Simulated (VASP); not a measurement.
# Si (Fm-3m) in VASP: a series of runs

Runs on Si. Level: PBEsol. Tasks: single point.

Everything below comes from runs of VASP 6.6.1. Logs are shortened: lines on timing, memory, paths and dates and some standing lists are left out, and cuts for length are marked.

### Step 1. The cell of the first run

It takes space group Fm-3m (No. 225, cubic). The conventional cell has a = 3.822 Å, b = 3.822 Å, c = 3.822 Å, α = 90.00°, β = 90.00°, γ = 90.00°. Within 3.6 Å of Si (site symmetry m-3m) lie 12 Si at 2.70 Å.

### Step 2. Single point, PBEsol

File INCAR:

```
ALGO = Normal
EDIFF = 1E-6
ENCUT = 520
GGA = PS
ISIF = 2
ISMEAR = 0
LASPH = T
LCHARG = T
LELF = T
LREAL = F
LVHAR = T
LWAVE = F
NBANDS = 8
NELM = 80
PREC = Accurate
SIGMA = 0.05
```

File KPOINTS:

```
k-points
0
Gamma
  20 20 20
```

File POSCAR:

```
Si
1.0
    0.0000000000      1.9108305409      1.9108305409
    1.9108305409      0.0000000000      1.9108305409
    1.9108305409      1.9108305409      0.0000000000
Si
1
Direct
    0.0000000000      0.0000000000      0.0000000000
```

Potentials or basis: VASP PAW PBE potentials, release 64 (Si).

Command:

```bash
$ cat potpaw_PBE.64/Si/POTCAR > POTCAR
$ mpirun -np 1 vasp_std > vasp.out
```

OUTCAR:

```text
EDIFF = 1E-6
   ENCUT = 520
   GGA = PS
   ISIF = 2
   ISMEAR = 0
   LASPH = T
   LREAL = F
   NELM = 80
   PREC = Accurate

 ion  position               nearest neighbor table
   1  0.000  0.000  0.000-

  LATTYP: Found a face centered cubic cell.
 ALAT       =     3.8216610818

  Lattice vectors:

 A1 = (   0.0000000000,   1.9108305409,   1.9108305409)
 A2 = (   1.9108305409,   0.0000000000,   1.9108305409)
 A3 = (   1.9108305409,   1.9108305409,   0.0000000000)

Analysis of symmetry for initial positions (statically):
=====================================================================
 Subroutine PRICEL returns:
 Original cell was already a primitive cell.

 Routine SETGRP: Setting up the symmetry group for a
 face centered cubic supercell.

 Subroutine GETGRP returns: Found 48 space group operations
 (whereof 48 operations were pure point group operations)
 out of a pool of 48 trial point group operations.

The static configuration has the point symmetry O_h .

Analysis of symmetry for dynamics (positions and initial velocities):
=====================================================================
 Subroutine PRICEL returns:
 Original cell was already a primitive cell.

 Routine SETGRP: Setting up the symmetry group for a
 face centered cubic supercell.

 Subroutine GETGRP returns: Found 48 space group operations
 (whereof 48 operations were pure point group operations)
 out of a pool of 48 trial point group operations.

The dynamic configuration has the point symmetry O_h .

 Subroutine INISYM returns: Found 48 space group operations
 (whereof 48 operations are pure point group operations),
 and found     1 'primitive' translations

----------------------------------------------------------------------------------------

                                     Primitive cell

  volume of cell :      13.9539

  direct lattice vectors                    reciprocal lattice vectors
     0.000000000  1.910830541  1.910830541    -0.261666322  0.261666322  0.261666322
     1.910830541  0.000000000  1.910830541     0.261666322 -0.261666322  0.261666322
     1.910830541  1.910830541  0.000000000     0.261666322  0.261666322 -0.261666322

  length of vectors
     2.702322466  2.702322466  2.702322466     0.453219365  0.453219365  0.453219365

  position of ions in fractional coordinates (direct lattice)
     0.000000000  0.000000000  0.000000000

  ion indices of the primitive-cell ions
   primitive index   ion index
                 1           1

----------------------------------------------------------------------------------------

 KPOINTS: k-points

Automatic generation of k-mesh.
 Grid dimensions read from file:
 generate k-points for:   20   20   20

 Generating k-lattice:

  Cartesian coordinates                     Fractional coordinates (reciprocal lattice)
    -0.013083316  0.013083316  0.013083316     0.050000000  0.000000000  0.000000000
     0.013083316 -0.013083316  0.013083316     0.000000000  0.050000000  0.000000000
     0.013083316  0.013083316 -0.013083316     0.000000000  0.000000000  0.050000000

  Length of vectors
     0.022660968  0.022660968  0.022660968

  Shift w.r.t. Gamma in fractional coordinates (k-lattice)
     0.000000000  0.000000000  0.000000000

 Subroutine IBZKPT returns following result:
 ===========================================

 Found    256 irreducible k-points:

 Following reciprocal coordinates:
            Coordinates               Weight
  0.000000  0.000000  0.000000      1.000000
  0.050000  0.000000  0.000000      8.000000
  0.100000  0.000000  0.000000      8.000000
  0.150000  0.000000  0.000000      8.000000
  0.200000  0.000000  0.000000      8.000000
  0.250000  0.000000  0.000000      8.000000
[... 16 lines left out ...]
 -0.400000  0.050000  0.000000     24.000000
 -0.350000  0.050000  0.000000     24.000000
 [... further k-points ...]
   k-points           NKPTS =    256   k-points in BZ     NKDIM =    256   number of bands    NBANDS=      8
   number of dos      NEDOS =    301   number of ions     NIONS =      1
   total plane-waves  NPLWV =   8000
   dimension x,y,z NGX =    20 NGY =   20 NGZ =   20
   dimension x,y,z NGXF=    40 NGYF=   40 NGZF=   40
   ions per type =               1
   NGX,Y,Z   is equivalent  to a cutoff of  12.30, 12.30, 12.30 a.u.
   NGXF,Y,Z  is equivalent  to a cutoff of  24.61, 24.61, 24.61 a.u.
 SYSTEM =  unknown system
   PREC   = accura    normal or accurate (medium, high low for compatibility)
   ISTART =      0    job   : 0-new  1-cont  2-samecut
   ICHARG =      2    charge: 1-file 2-atom 10-const
   ISPIN  =      1    spin polarized calculation?
   LNONCOLLINEAR =      F non collinear calculations
   LSORBIT =      F    spin-orbit coupling
   LASPH  =      T    aspherical Exc in radial PAW
   ENCUT  =  520.0 eV  38.22 Ry    6.18 a.u.   5.02  5.02  5.02*2*pi/ulx,y,z
   NELM   =     80;   NELMIN=  2; NELMDL= -5     # of ELM steps
   EDIFF  = 0.1E-05   stopping-criterion for ELM
   LREAL  =      F    real-space projection
   EDIFFG = 0.1E-04   stopping-criterion for IOM
   NSW    =      0    number of steps for IOM
   IBRION =     -1    ionic relax: 0-MD 1-quasi-New 2-CG
   NFREE  =      0    steps in history (QN), initial steepest desc. (CG)
   ISIF   =      2    stress and relaxation
   ISYM   =      2    0-nonsym 1-usesym 2-fastsym
   POTIM  = 0.5000    time-step for ionic-motion
   TEBEG  =    0.0;   TEEND  =   0.0 temperature during run
   PSTRESS=    0.0 pullay stress
   NELECT =       4.0000    total number of electrons
   NUPDOWN=      -1.0000    fix difference up-down
   EMIN   =  10.00;   EMAX   =-10.00  energy-range for DOS
   EFERMI =   0.00;   METHOD = LEGACY
   ISMEAR =     0;   SIGMA  =   0.05  broadening in eV -4-tet -1-fermi 0-gaus
   EFERMI_NEDOS =   21; number of points for ismear=-14 and -15
   IALGO  =     38    algorithm
   IMIX   =      4    mixing-type and parameters
     AMIX     =   0.40;   BMIX     =  1.00
     AMIX_MAG =   1.60;   BMIX_MAG =  1.00
  volume/ion in A,a.u.               =      13.95        94.17
  Fermi-wavevector in a.u.,A,eV,Ry     =   1.079434  2.039834 15.853198  1.165177
  Thomas-Fermi vector in A             =   2.215399
   LORBIT       =      0    0 simple, 1 ext, 2 COOP (PROOUT), +10 PAW based schemes
   GGA     = PS    functional components
[... 34 lines left out ...]
      4      22.1789      0.00000
      5      22.6771      0.00000
      6      22.6771      0.00000
      7      22.6771      0.00000
      8      28.0910      0.00000

 k-point     2 :       0.0500    0.0000    0.0000
  band No.  band energies     occupation
      1      -4.1111      2.00000
      2      20.5295      0.00000
      3      21.6154      0.00000
      4      21.6154      0.00000
      5      23.3361      0.00000
      6      23.3361      0.00000
      7      23.6682      0.00000
      8      28.7166      0.00000

 k-point     3 :       0.1000    0.0000    0.0000
  band No.  band energies     occupation
      1      -3.8874      2.00000
      2      18.3899      0.00000
      3      20.9700      0.00000
      4      20.9700      0.00000
      5      24.1209      0.00000
      6      24.2319      0.00000
      7      24.2319      0.00000
      8      28.5073      0.00000

 k-point     4 :       0.1500    0.0000    0.0000
  band No.  band energies     occupation
      1      -3.5150      2.00000
      2      16.1902      0.00000
      3      20.4316      0.00000
      4      20.4316      0.00000
      5      24.1823      0.00000
      6      24.9728      0.00000
      7      24.9728      0.00000
      8      27.8200      0.00000

 k-point     5 :       0.2000    0.0000    0.0000
  band No.  band energies     occupation
      1      -2.9949      2.00000
      2      14.0249      0.00000
      3      20.0105      0.00000
      4      20.0105      0.00000
      5      24.1173      0.00000
      6      24.9761      0.00000
      7      24.9761      0.00000
      8      27.9900      0.00000

 k-point     6 :       0.2500    0.0000    0.0000
  band No.  band energies     occupation
      1      -2.3283      2.00000
      2      11.9359      0.00000
      3      19.7073      0.00000
      4      19.7073      0.00000
      5      24.0435      0.00000
      6      24.2952      0.00000
      7      24.2952      0.00000
      8      29.0300      0.00000

 k-point     7 :       0.3000    0.0000    0.0000
  band No.  band energies     occupation
      1      -1.5168      2.00000
      2       9.9453      2.00000
      3      19.5178      0.00000
      4      19.5178      0.00000
      5      23.4821      0.00000
      6      23.4821      0.00000
      7      24.0137      0.00000
      8      28.7639      0.00000

 k-point     8 :       0.3500    0.0000    0.0000
  band No.  band energies     occupation
      1      -0.5624      2.00000
      2       8.0662      2.00000
      3      19.4323      0.00000
      4      19.4323      0.00000
      5      22.7334      0.00000
      6      22.7334      0.00000
      7      24.0484      0.00000
      8      27.9190      0.00000

 k-point     9 :       0.4000    0.0000    0.0000
  band No.  band energies     occupation
      1       0.5316      2.00000
      2       6.3081      2.00000
      3      19.4304      0.00000
      4      19.4304      0.00000
      5      22.1223      0.00000
      6      22.1223      0.00000
      7      24.1423      0.00000
      8      27.2238      0.00000

 k-point    10 :       0.4500    0.0000    0.0000
  band No.  band energies     occupation
      1       1.7575      2.00000
      2       4.6826      2.00000
      3      19.4725      0.00000
      4      19.4725      0.00000
      5      21.7074      0.00000
      6      21.7074      0.00000
      7      24.2559      0.00000
      8      26.7413      0.00000
[... 78 lines left out ...]
 k-point    18 :       0.3500    0.0500    0.0000
  band No.  band energies     occupation
      1      -0.8309      2.00000
      2       8.7405      2.00000
      3      18.4900      0.00000
      4      19.6301      0.00000
      5      21.7514      0.00000
      6      24.0163      0.00000
      7      24.6888      0.00000
      8      28.6550      0.00000

 k-point    19 :       0.4000    0.0500    0.0000
  band No.  band energies     occupation
      1       0.2167      2.00000
      2       6.9422      2.00000
      3      18.5265      0.00000
      4      19.3677      0.00000
      5      21.3161      0.00000
      6      23.3018      0.00000
      7      24.7363      0.00000
      8      28.0231      0.00000

 k-point    20 :       0.4500    0.0500    0.0000
  band No.  band energies     occupation
      1       1.4001      2.00000
      2       5.2712      2.00000
      3      18.6758      0.00000
      4      19.0416      0.00000
      5      21.1844      0.00000
      6      22.7070      0.00000
      7      24.8042      0.00000
      8      27.5247      0.00000

 k-point    21 :       0.5000    0.0500    0.0000
  band No.  band energies     occupation
      1       2.6818      2.00000
      2       3.7673      2.00000
      3      18.6904      0.00000
      4      18.9258      0.00000
      5      21.3278      0.00000
      6      22.2559      0.00000
      7      24.8306      0.00000
      8      27.2921      0.00000

 k-point    22 :      -0.4500    0.0500    0.0000
  band No.  band energies     occupation
      1       2.2540      2.00000
      2       4.2396      2.00000
      3      18.3810      0.00000
      4      19.2534      0.00000
      5      21.6823      0.00000
      6      21.9765      0.00000
      7      24.7684      0.00000
      8      27.3853      0.00000

 k-point    23 :      -0.4000    0.0500    0.0000
  band No.  band energies     occupation
      1       0.9912      2.00000
      2       5.8131      2.00000
      3      18.1566      0.00000
      4      19.6167      0.00000
      5      21.9107      0.00000
      6      22.2041      0.00000
      7      24.6484      0.00000
      8      27.7713      0.00000

 k-point    24 :      -0.3500    0.0500    0.0000
  band No.  band energies     occupation
      1      -0.1479      2.00000
      2       7.5278      2.00000
      3      18.0387      0.00000
      4      19.9607      0.00000
      5      22.1095      0.00000
      6      22.8662      0.00000
      7      24.5370      0.00000
      8      28.3666      0.00000

 [... further k-points ...]
[... 5 lines left out ...]
  --------------------------------------------------------------------------------------
  -------------------------------------------------------------------------------------
  Total        0.0612112      0.0612112      0.0612112      0.0000000      0.0000000     -0.0000000
  in kB        7.0282097      7.0282097      7.0282097      0.0000000      0.0000000     -0.0000000
  external PRESSURE =       7.0282097 kB  Pullay stress =       0.0000000 kB

 VOLUME and BASIS-vectors are now :
 -----------------------------------------------------------------------------
  energy-cutoff  :      520.00
  volume of cell :       13.95
      direct lattice vectors                 reciprocal lattice vectors
     0.000000000  1.910830541  1.910830541    -0.261666322  0.261666322  0.261666322
     1.910830541  0.000000000  1.910830541     0.261666322 -0.261666322  0.261666322
     1.910830541  1.910830541  0.000000000     0.261666322  0.261666322 -0.261666322

 POSITION                                       TOTAL-FORCE (eV/Angst)
 -----------------------------------------------------------------------------------
      0.00000      0.00000      0.00000        -0.000000      0.000000      0.000000
 -----------------------------------------------------------------------------------
    total drift:                                0.000000      0.000000     -0.000000

  FREE ENERGIE OF THE ION-ELECTRON SYSTEM (eV)
  ---------------------------------------------------
  free  energy   TOTEN  =        -5.3436516375 eV

  energy  without entropy=       -5.3427290798  energy(sigma->0) =       -5.34319036
```

It took 13 s on 1 thread of Intel Xeon 6975P-C, shared host; peak memory 0.13 GiB.

What came out:

```yaml
Free_energy: -5.3437 eV
Pressure: 0.7 GPa
Band_gap_on_the_k_mesh: zero (band 2 reaches 22.18 eV, above the bottom of band 3 at 7.46 eV)
```

Caveat: the PAW data sets were made with another functional, which shifts forces and pressure a little.

### Step 3. Single point, PBEsol

This run uses another cell than the first one, of 14.04 Å³/atom, 1.006 times its volume.

File INCAR:

```
ALGO = Normal ; EDIFF = 1E-7
ENCUT = 520 ; GGA = PS
ISIF = 2 ; ISMEAR = 0
LASPH = T ; LCHARG = F
LREAL = F ; LWAVE = F
NBANDS = 8 ; NELM = 60
PREC = Accurate ; SIGMA = 0.05
```

KPOINTS is that of step 2.

File POSCAR:

```
Si
1.0
    0.0000000000      1.9147557691      1.9147557691
    1.9147557691      0.0000000000      1.9147557691
    1.9147557691      1.9147557691      0.0000000000
Si
1
Direct
    0.0000000000      0.0000000000      0.0000000000
```

Potentials or basis: VASP PAW PBE potentials, release 64 (Si).

Command:

```bash
$ cat potpaw_PBE.64/Si/POTCAR > POTCAR
$ mpirun -np 1 vasp_std > vasp.out
```

Wall time 15 s (1 thread of Intel Xeon 6975P-C, shared host); peak memory 0.13 GiB.

The run converged. Its results:

| Property | Result |
| --- | --- |
| Free energy | -5.3439 eV |
| Pressure | 0.1 GPa |
| Band gap on the k mesh | zero (band 2 reaches 22.02 eV, above the bottom of band 3 at 7.39 eV) |

Levels at points of the mesh, in eV from the Fermi level:
```csv
k point,band 1,band 2,band 3,band 4,band 5,band 6,band 7
"(0.00, 0.00, 0.00)",-14.79,11.44,11.44,11.44,11.99,11.99,11.99
"(0.50, 0.00, 0.00)",-7.75,-7.21,8.78,8.78,10.87,10.87,13.58
"(0.50, 0.50, 0.00)",-5.56,-4.59,3.22,3.22,4.29,6.92,24.95
```

Caveat: the PAW data sets were made with another functional, which shifts forces and pressure a little.

### Step 4. Single point, PBEsol (volume scaled by 1.040)

File INCAR:

```
  ALGO = Normal
  EDIFF = 1E-6
  ENCUT = 520
  GGA = PS
  ISIF = 2
  ISMEAR = 0
  LASPH = True
  LCHARG = False
  LREAL = False
  LWAVE = False
  NBANDS = 8
  NELM = 80
  PREC = Accurate
  SIGMA = 0.05
```

KPOINTS is that of step 3.

File POSCAR:

```
Si
1.0
    0.0000000000      1.9399528135      1.9399528135
    1.9399528135      0.0000000000      1.9399528135
    1.9399528135      1.9399528135      0.0000000000
Si
1
Direct
    0.0000000000      0.0000000000      0.0000000000
```

Command:

```bash
$ cat potpaw_PBE.64/Si/POTCAR > POTCAR
$ mpirun -np 1 vasp_std > vasp.out
```

Run time: 12 s. Hardware: 1 thread of Intel Xeon 6975P-C, shared host; peak memory 0.14 GiB.

Results (log left out):

```yaml
Free_energy: -5.3384 eV
Pressure: -3.2 GPa
Band_gap_on_the_k_mesh: zero (band 2 reaches 21.02 eV, above the bottom of band 3 at 6.97 eV)
```

Levels at points of the mesh, in eV from the Fermi level:
```tsv
k point	band 1	band 2	band 3	band 4	band 5	band 6	band 7
(0.00, 0.00, 0.00)	-14.40	10.99	10.99	10.99	11.86	11.86	11.86
(0.50, 0.00, 0.00)	-7.61	-6.94	8.44	8.44	10.78	10.78	13.16
(0.50, 0.50, 0.00)	-5.35	-4.54	3.13	3.13	4.38	6.70	24.42
```

Caveat: the cell differs from its parent crystal (volume scaled by 1.040); the PAW data sets were made with another functional, which shifts forces and pressure a little.

### Step 5. Single point, PBEsol (volume scaled by 0.800)

File INCAR:

```
SYSTEM = Si
ALGO = Normal
EDIFF = 1E-6
ENCUT = 520
GGA = PS
ISIF = 2
ISMEAR = 0
LASPH = .TRUE.
LCHARG = .FALSE.
LREAL = .FALSE.
LWAVE = .FALSE.
NBANDS = 8
NELM = 60
PREC = Accurate
SIGMA = 0.05
```

File KPOINTS:

```
k-points
0
G
  22 22 22
  0 0 0
```

File POSCAR:

```
Si
1.0
    0.0000000000      1.7775017994      1.7775017994
    1.7775017994      0.0000000000      1.7775017994
    1.7775017994      1.7775017994      0.0000000000
Si
1
Direct
    0.0000000000      0.0000000000      0.0000000000
```

Command:

```bash
$ cat potpaw_PBE.64/Si/POTCAR > POTCAR
$ mpirun -np 1 vasp_std > vasp.out
```

It took 15 s on 1 thread of Intel Xeon 6975P-C, shared host; peak memory 0.13 GiB.

The run converged. Its results:

- Free energy: -5.1007 eV
- Pressure: 33.8 GPa
- Band gap on the k mesh: zero (band 2 reaches 26.78 eV, above the bottom of band 3 at 10.45 eV)

Levels at points of the mesh, in eV from the Fermi level:
```csv
k point,band 1,band 2,band 3,band 4,band 5,band 6
"(0.00, 0.00, 0.00)",-17.03,12.94,12.94,12.94,14.51,14.51
"(0.50, 0.00, 0.00)",-8.75,-8.46,11.13,11.13,11.60,11.60
"(0.50, 0.50, 0.00)",-6.69,-4.85,3.86,4.01,4.01,8.76
```

Caveat: the cell differs from its parent crystal (volume scaled by 0.800); the PAW data sets were made with another functional, which shifts forces and pressure a little.

### Step 6. Single point, PBEsol (volume scaled by 0.840)

File INCAR:

```
ALGO = Normal ; EDIFF = 1E-6
ENCUT = 520 ; GGA = PS
ISIF = 2 ; ISMEAR = 0
LASPH = T ; LCHARG = F
LREAL = F ; LWAVE = F
NBANDS = 8 ; NELM = 80
PREC = Accurate ; SIGMA = 0.05
```

File KPOINTS:

```
k-points
0
Gamma
  22 22 22
```

File POSCAR:

```
Si
1.0
    0.0000000000      1.8066463531      1.8066463531
    1.8066463531      0.0000000000      1.8066463531
    1.8066463531      1.8066463531      0.0000000000
Si
1
Direct
    0.0000000000      0.0000000000      0.0000000000
```

Potentials or basis: VASP PAW PBE potentials, release 64 (Si).

Command:

```bash
$ cat potpaw_PBE.64/Si/POTCAR > POTCAR
$ mpirun -np 1 vasp_std > vasp.out
```

It took 15 s on 1 thread of Intel Xeon 6975P-C, shared host; peak memory 0.14 GiB.

The run converged. Its results:

- Free energy: -5.2005 eV
- Pressure: 23.5 GPa
- Band gap on the k mesh: zero (band 2 reaches 25.80 eV, above the bottom of band 3 at 9.63 eV)

Levels at points of the mesh, in eV from the Fermi level:
```
           k point  band 1  band 2  band 3  band 4  band 5  band 6
(0.00, 0.00, 0.00)  -16.53   12.71   12.71   12.71   13.78   13.78
(0.50, 0.00, 0.00)   -8.41   -8.31   10.56   10.56   11.42   11.42
(0.50, 0.50, 0.00)   -6.45   -4.78    3.80    3.80    3.95    8.27
```

Caveat: the cell differs from its parent crystal (volume scaled by 0.840); the PAW data sets were made with another functional, which shifts forces and pressure a little.

### Step 7. Overview

```tsv
cell	k mesh	gap on the mesh (eV)	pressure (GPa)
a = 2.702 Å, angles 60.0°, 1 atom	20 × 20 × 20	none	0.7
a = 2.708 Å, angles 60.0°, 1 atom	20 × 20 × 20	none	0.1
a = 2.744 Å, angles 60.0°, 1 atom	20 × 20 × 20	none	-3.2
a = 2.514 Å, angles 60.0°, 1 atom	22 × 22 × 22	none	33.8
a = 2.555 Å, angles 60.0°, 1 atom	22 × 22 × 22	none	23.5
```

Alike in all rows: task single point; level PBEsol; potentials or basis VASP PAW PBE potentials, release 64 (Si); no spin polarisation; cutoff (eV) 520; smearing gaussian 0.05 eV.

Caveats: the PAW data sets were made with another functional, which shifts forces and pressure a little.

Absolute energies hang on the potentials; compare differences alone.
